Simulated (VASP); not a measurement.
A run of VASP 6.6.1 is set up as follows.

INCAR

```
SYSTEM = RbCd
  PREC = Accurate
  ENCUT = 520
  EDIFF = 1E-6
  ISMEAR = 0
  SIGMA = 0.1
  LREAL = .FALSE.
  LASPH = .TRUE.
  NELM = 80
  ALGO = Fast
  ISIF = 2
  LWAVE = .FALSE.
  LCHARG = .FALSE.
  GGA = PE
  NBANDS = 18
```

File KPOINTS:

```
Automatic mesh
0
G
  12 12 12
  0 0 0
```

File POSCAR:

```
RbCd
1.0
    4.5577320833      0.0000000000      0.0000000000
    0.0000000000      4.5577320833      0.0000000000
    0.0000000000      0.0000000000      4.5577320833
Rb Cd
1 1
Direct
    0.0000000000      0.0000000000      0.0000000000
    0.5000000000      0.5000000000      0.5000000000
```

Potentials or basis: VASP PAW PBE potentials, release 64 (Rb_sv, Cd).

Run with:

```sh
$ cat potpaw_PBE.64/Rb_sv/POTCAR potpaw_PBE.64/Cd/POTCAR > POTCAR
$ mpirun -np 1 vasp_std > vasp.out
```

Question: Predict the pressure.

Answer: 0.0 GPa.

Question: What does it give for the band gap on the k mesh?

Answer: Zero (an odd number of electrons rules out a gap without spin polarisation).
